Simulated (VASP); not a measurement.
# Si (a cell with a defect) in VASP: further runs, part 3 of 3

VASP 6.6.1. The steps go on from the part before.

**5. Relaxation of the atoms, PBE**

Input file INCAR:

```
PREC = Accurate
ENCUT = 520
EDIFF = 1E-6
ISMEAR = 0
SIGMA = 0.02
LREAL = Auto
LASPH = True
NELM = 60
ALGO = Normal
ISIF = 2
LWAVE = False
LCHARG = False
GGA = PE
IBRION = 2
NSW = 80
EDIFFG = -0.02
NELECT = 62.0
```

Input file KPOINTS:

```
regular mesh
0
Gamma
  2 2 2
```

Input file POSCAR:

```
Si
1.0
    0.0000000000      5.4700937627     -5.4700937627
    5.4700937627      5.4700937627      0.0000000000
    5.4700937627      0.0000000000     -5.4700937627
Si
15
Direct
    0.1250000000      0.1250000000      0.1250000000
    0.1250000000      0.6250000000      0.1250000000
    0.6250000000      0.1250000000      0.1250000000
    0.6250000000      0.6250000000      0.1250000000
    0.1250000000      0.1250000000      0.6250000000
    0.1250000000      0.6250000000      0.6250000000
    0.6250000000      0.1250000000      0.6250000000
    0.6250000000      0.6250000000      0.6250000000
    0.2500000000      0.7500000000      0.2500000000
    0.7500000000      0.7500000000      0.2500000000
    0.7500000000      0.2500000000      0.2500000000
    0.2500000000      0.7500000000      0.7500000000
    0.2500000000      0.2500000000      0.7500000000
    0.7500000000      0.7500000000      0.7500000000
    0.7500000000      0.2500000000      0.7500000000
```

Potentials or basis: VASP PAW PBE potentials, release 64 (Si).

Launch:

```sh
cat potpaw_PBE.64/Si/POTCAR > POTCAR
mpirun -np 1 vasp_std > vasp.out
```

OUTCAR:

```text
PREC = Accurate
   ENCUT = 520
   EDIFF = 1E-6
   ISMEAR = 0
   LREAL = Auto
   LASPH = True
   NELM = 60
   ISIF = 2
   GGA = PE
   IBRION = 2
   NSW = 80
   EDIFFG = -0.02
   NELECT = 62.0

 ion  position               nearest neighbor table
   1  0.125  0.125  0.125-   9 2.37  11 2.37  13 2.37
   2  0.125  0.625  0.125-   9 2.37  10 2.37  12 2.37
   3  0.625  0.125  0.125-  11 2.37  10 2.37  15 2.37
   4  0.625  0.625  0.125-  10 2.37   9 2.37  11 2.37  14 2.37
   5  0.125  0.125  0.625-  13 2.37  12 2.37  15 2.37
   6  0.125  0.625  0.625-  12 2.37   9 2.37  13 2.37  14 2.37
   7  0.625  0.125  0.625-  15 2.37  13 2.37  14 2.37  11 2.37
   8  0.625  0.625  0.625-  14 2.37  12 2.37  10 2.37  15 2.37
   9  0.250  0.750  0.250-   2 2.37   1 2.37   4 2.37   6 2.37
  10  0.750  0.750  0.250-   4 2.37   3 2.37   2 2.37   8 2.37
  11  0.750  0.250  0.250-   3 2.37   1 2.37   4 2.37   7 2.37
  12  0.250  0.750  0.750-   6 2.37   5 2.37   2 2.37   8 2.37
  13  0.250  0.250  0.750-   5 2.37   1 2.37   6 2.37   7 2.37
  14  0.750  0.750  0.750-   8 2.37   6 2.37   7 2.37   4 2.37
  15  0.750  0.250  0.750-   7 2.37   5 2.37   3 2.37   8 2.37

  LATTYP: Found a face centered cubic cell.
 ALAT       =    10.9401875254

  Lattice vectors:

[... 185 lines left out ...]

------------------------ aborting loop because EDIFF is reached ----------------------------------------

  FORCE on cell =-STRESS in cart. coord.  units (eV):
  Direction    XX          YY          ZZ          XY          YZ          ZX
  --------------------------------------------------------------------------------------
  -------------------------------------------------------------------------------------
  Total       14.9761357     14.9761357     14.9761357     -0.0000000      0.0000000      0.0000000
  in kB       73.2986611     73.2986611     73.2986611     -0.0000000      0.0000000      0.0000000
  external PRESSURE =      73.2986611 kB  Pullay stress =       0.0000000 kB
[... 128 lines left out ...]
  FREE ENERGIE OF THE ION-ELECTRON SYSTEM (eV)
  ---------------------------------------------------
  free  energy   TOTEN  =       -66.1471159358 eV

  energy  without entropy=      -66.1455682867  energy(sigma->0) =      -66.14634211

[... ionic steps 4 to 7 ...]

--------------------------------------- Ionic step        8  -------------------------------------------

 number of electron      62.0000003 magnetization

------------------------ aborting loop because EDIFF is reached ----------------------------------------
[... 93 lines left out ...]
--------------------------------------- Ionic step       10  -------------------------------------------

 number of electron      62.0000003 magnetization

 Free energy of the ion-electron system (eV)
  ---------------------------------------------------
  ext. energy  EPLUGINS =         0.00000000
  ---------------------------------------------------
  free energy    TOTEN  =       -66.22100498 eV

  energy without entropy =      -66.21714348  energy(sigma->0) =      -66.21907423

 E-fermi :   5.7845     XC(G=0):  -9.2495

 val. band max:        5.7336846401   @ k =   0.0000   0.0000   0.0000
 cond. band min:       5.7905782636   @ k =   0.0000   0.0000   0.0000
 fundamental gap:      0.0568936235
 Fermi energy:         5.7844911084

 k-point     1 :       0.0000    0.0000    0.0000
  band No.  band energies     occupation
      1      -6.5936      2.00000
      2      -4.4076      2.00000
      3      -4.4076      2.00000
      4      -4.4076      2.00000
      5      -3.9119      2.00000
      6      -2.6637      2.00000
[... 157 lines left out ...]
  FREE ENERGIE OF THE ION-ELECTRON SYSTEM (eV)
  ---------------------------------------------------
  free  energy   TOTEN  =       -66.2210049819 eV

  energy  without entropy=      -66.2171434813  energy(sigma->0) =      -66.21907423

 reached required accuracy - stopping structural energy minimisation
```

CONTCAR:

```text
Si
   1.00000000000000
     0.0000000000000000    5.4700937627000004   -5.4700937627000004
     5.4700937627000004    5.4700937627000004    0.0000000000000000
     5.4700937627000004    0.0000000000000000   -5.4700937627000004
  Si
    15
Direct
[... 19 lines left out ...]
  0.00000000E+00  0.00000000E+00  0.00000000E+00
  0.00000000E+00  0.00000000E+00  0.00000000E+00
  0.00000000E+00  0.00000000E+00  0.00000000E+00
  0.00000000E+00  0.00000000E+00  0.00000000E+00
  0.00000000E+00  0.00000000E+00  0.00000000E+00
  0.00000000E+00  0.00000000E+00  0.00000000E+00
  0.00000000E+00  0.00000000E+00  0.00000000E+00
  0.00000000E+00  0.00000000E+00  0.00000000E+00
  0.00000000E+00  0.00000000E+00  0.00000000E+00
  0.00000000E+00  0.00000000E+00  0.00000000E+00
  0.00000000E+00  0.00000000E+00  0.00000000E+00
  0.00000000E+00  0.00000000E+00  0.00000000E+00
```

It took 7.1 min on 1 thread of Intel Xeon Platinum 8259CL at 2.50GHz (Skylake/Cascade Lake), shared host; peak memory 0.51 GiB.

What came out:

```yaml
Free_energy: -66.2210 eV
Energy_gained_by_relaxing: 14.9 meV/atom
Ionic_steps: 10
Largest_force_after_relaxing: 0.019 eV/Å
```

Forces on the atoms (eV/Å):
```
Si  -0.011 -0.011  0.011
Si   0.011  0.011  0.011
Si  -0.011  0.011 -0.011
Si   0.005 -0.005 -0.005
Si   0.011 -0.011 -0.011
Si  -0.005  0.005 -0.005
Si   0.005  0.005  0.005
Si  -0.005 -0.005  0.005
Si   0.000  0.000 -0.010
Si   0.000 -0.010  0.000
Si   0.010  0.000  0.000
Si  -0.010  0.000  0.000
Si   0.000  0.010  0.000
Si   0.000  0.000  0.000
Si   0.000  0.000  0.010
```

The path:
| step | energy change (eV) | largest force (eV/Å) | pressure (GPa) |
| --- | --- | --- | --- |
| 1 | 0.0000 | 0.3806 | 7.33 |
| 2 | -0.0442 | 0.3786 | 7.24 |
| 3 | -0.1497 | 0.3474 | 6.76 |
| 4 | -0.0137 | 0.6894 | 5.87 |
| 5 | -0.1578 | 0.2909 | 6.44 |
| 6 | -0.1855 | 0.2956 | 6.03 |
| 7 | -0.1987 | 0.2855 | 5.48 |
| 8 | -0.2003 | 0.2990 | 5.59 |
| 9 | -0.2210 | 0.0987 | 5.62 |
| 10 | -0.2236 | 0.0192 | 5.65 |

Final structure:
```
Si
1.0
     0.00000    5.47009   -5.47009
     5.47009    5.47009    0.00000
     5.47009    0.00000   -5.47009
Si
15
Direct
  0.13378 0.13378 0.13378
  0.13378 0.59867 0.13378
  0.59867 0.13378 0.13378
  0.62484 0.62484 0.12547
  0.13378 0.13378 0.59867
  0.12547 0.62484 0.62484
  0.62484 0.12547 0.62484
  0.62484 0.62484 0.62484
  0.24612 0.75388 0.24612
  0.75388 0.75388 0.24612
  0.75388 0.24612 0.24612
  0.24612 0.75388 0.75388
  0.24612 0.24612 0.75388
  0.75000 0.75000 0.75000
  0.75388 0.24612 0.75388
```

Levels at points of the mesh, in eV from the Fermi level:
| k point | band 27 | band 28 | band 29 | band 30 | band 31 | band 32 | band 33 | band 34 | band 35 | band 36 |
| --- | --- | --- | --- | --- | --- | --- | --- | --- | --- | --- |
| (0.00, 0.00, 0.00) | -1.16 | -1.16 | -1.16 | -0.05 | -0.05 | 0.01 | 0.01 | 0.01 | 0.18 | 0.68 |
| (0.50, 0.00, 0.00) | -2.15 | -2.03 | -1.42 | -1.42 | 0.10 | 0.10 | 0.68 | 0.68 | 0.79 | 1.01 |
| (0.50, 0.50, 0.00) | -2.43 | -2.32 | -2.01 | -1.84 | -0.30 | -0.30 | 0.52 | 0.52 | 1.70 | 1.70 |

Caveat: the k points lie up to 0.50 Å⁻¹ apart; the cell carries a net charge on a neutralising background, which shifts energy and pressure; the cell is charged against a uniform background, so pressure and absolute levels hang on convention.
